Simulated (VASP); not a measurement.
Runs of VASP 6.6.1 on Pt. The structure is that of space group Fm-3m (No. 225), or close to it. The cells are those of the table. 

| task | cell | cutoff (eV) | gap on the mesh (eV) | pressure (GPa) |
| --- | --- | --- | --- | --- |
| single point | a = 2.779 Å, angles 60.0°, 1 atom | 520 | none | 2.7 |
| single point | a = 2.783 Å, angles 60.0°, 1 atom | 520 | none | (a) |
| single point | a = 2.764 Å, angles 60.0°, 1 atom | 520 | none | 7.9 |
| relaxation of cell and atoms | relaxed from a = 2.773 Å, angles 60.0°, 1 atom | 600 | none | 0.0 |
| single point | a = 2.773 Å, angles 60.0°, 1 atom | 520 | none | 4.8 |

Alike in all rows: level r2SCAN; potentials or basis VASP PAW PBE potentials, release 64 (Pt); no spin polarisation; k mesh 24 × 24 × 24; smearing fermi-dirac 0.05 eV.

**Question.** Fill in the values left out.

**Answer.** (a) 1.7.

Caveats: the PAW data sets were made with another functional, which shifts forces and pressure a little; spin-orbit coupling is left out, which moves the levels of the heavy elements; the cell stands under pressure (at least some runs).

A k mesh can miss the band edges, and the runs leave out spin-orbit coupling on Pt.

A gap of «none» marks levels without a gap at the run's occupations.
